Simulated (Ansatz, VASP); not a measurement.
K4Ru in VASP and in Ansatz

```
K Ru
1.0
     6.55311    0.00000    0.00000
     0.00000    6.55311    0.00000
     0.00000    0.00000    6.55311
K Ru
4 1
Direct
  0.00000 0.50000 0.50000
  0.50000 0.00000 0.50000
  0.50000 0.50000 0.00000
  0.00000 0.00000 0.00000
  0.50000 0.50000 0.50000
```

Alike in both runs: functional PBE; k mesh 6 × 6 × 6; occupations gaussian, width 0.1 eV; collinear spin.

Ansatz relaxed the structure, and its values are those at the end. VASP's run is a single point on that final structure, the one shown.

```csv
,VASP,Ansatz
version,VASP 6.6.1,Ansatz 0.2.0
potentials or method,"VASP PAW PBE potentials, release 64 (K_sv, Ru_pv), cutoff 520 eV","scalar-relativistic, plane waves, PAW"
valence electrons in the cell,50,52
```

```tsv
	VASP	Ansatz	Ansatz less VASP
gap on the k mesh at the Fermi level (eV)	none	none	-
pressure (GPa)	0.0	0.0	+0.01
net moment per atom (μB)	0.40	0.40	0.000
size of the moment on the site where the two differ most (μB)	1.87	1.98	+0.111
```

Site moments also hang on the region over which each program counts them. A gap of «none» marks a metal or a gap that the smearing closes. The functional is the same, so the differences come from potentials, cutoffs and numerics. VASP's potentials hold 50 valence electrons a cell and Ansatz's 52, so a difference there can come from the potentials and not from the codes.
